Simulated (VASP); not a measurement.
Pt: relaxation of cell and atoms with PBEsol

Pt:

```
Pt
1.0
     2.76067    0.00000    0.00000
    -1.38033    2.39081    0.00000
     0.00000    0.00000    4.79213
Pt
2
Direct
  0.33333 0.66667 0.25000
  0.66667 0.33333 0.75000
```

This isn't the form of Pt at room conditions, which is fcc.

```json
{
  "Program": "VASP 6.6.1",
  "Task": "relaxation of cell and atoms",
  "Functional": "PBEsol",
  "Potentials or basis": "VASP PAW PBE potentials, release 64 (Pt)",
  "Cutoff": "600 eV",
  "k mesh": "11 × 11 × 6",
  "Occupations": "fermi-dirac, width 0.05 eV",
  "Spin": "no spin polarisation",
  "Target pressure": "30 GPa",
  "Dipole correction": "no",
  "Further INCAR settings": "ALGO = Normal; EDIFF = 1e-07; IBRION = 2; EDIFFG = -0.005; NSW = 80; ISIF = 3"
}
```

```json
{"Relaxed volume": "13.89 Å³/atom", "Relaxed cell": "a = 2.664 Å, b = 2.664 Å, c = 4.521 Å, α = 90.00°, β = 90.00°, γ = 120.00°", "Space group after relaxing (to 0.1 Å)": "P6_3/mmc (No. 194)", "Energy change on relaxing (the run minimises the enthalpy)": "+79.7 meV/atom", "Ionic steps": "10", "Pressure after relaxing": "30.0 GPa", "Band gap on the k mesh": "zero (bands 10 and 11 overlap by 1.45 eV)"}
```

The path:
```
step  energy change (eV)  largest force (eV/Å)  pressure (GPa)  volume (Å³)
   1              0.0000                0.0000          -10.93        31.63
   2             19.1454                0.0000          808.02        16.51
   3              0.0443                0.0000           18.84        28.60
   4              0.0903                0.0000           23.66        28.25
   5              0.1640                0.0000           30.25        27.81
   6              0.1505                0.0000           29.11        27.89
   7              0.1568                0.0000           29.64        27.81
   8              0.1527                0.0000           29.43        27.82
   9              0.1832                0.0000           31.97        27.67
  10              0.1595                0.0000           30.02        27.79
```

Final structure:
```
Pt
1.0
     2.66409    0.00000    0.00000
    -1.33205    2.30717    0.00000
     0.00000    0.00000    4.52089
Pt
2
Direct
  0.33333 0.66667 0.25000
  0.66667 0.33333 0.75000
```

Levels at points of the mesh, in eV from the Fermi level:
| k point | band 6 | band 7 | band 8 | band 9 | band 10 | band 11 | band 12 | band 13 | band 14 |
| --- | --- | --- | --- | --- | --- | --- | --- | --- | --- |
| (0.00, 0.00, 0.00) | -3.70 | -3.70 | -2.42 | -2.42 | -1.21 | -0.30 | -0.30 | 5.84 | 14.68 |
| (0.00, 0.00, 0.50) | -4.23 | -4.23 | -4.23 | -1.01 | -1.01 | -1.01 | -1.01 | 13.12 | 13.12 |

Run time: 4.2 min on 1 thread of Intel Xeon 8259CL, with other jobs on the host, peak memory 0.19 GiB.

Caveat: the cell is relaxed towards a set pressure, so the run minimises the enthalpy, not the energy; the PAW data sets were made with another functional, which shifts forces and pressure a little; spin-orbit coupling is left out, which moves the levels of the heavy elements.
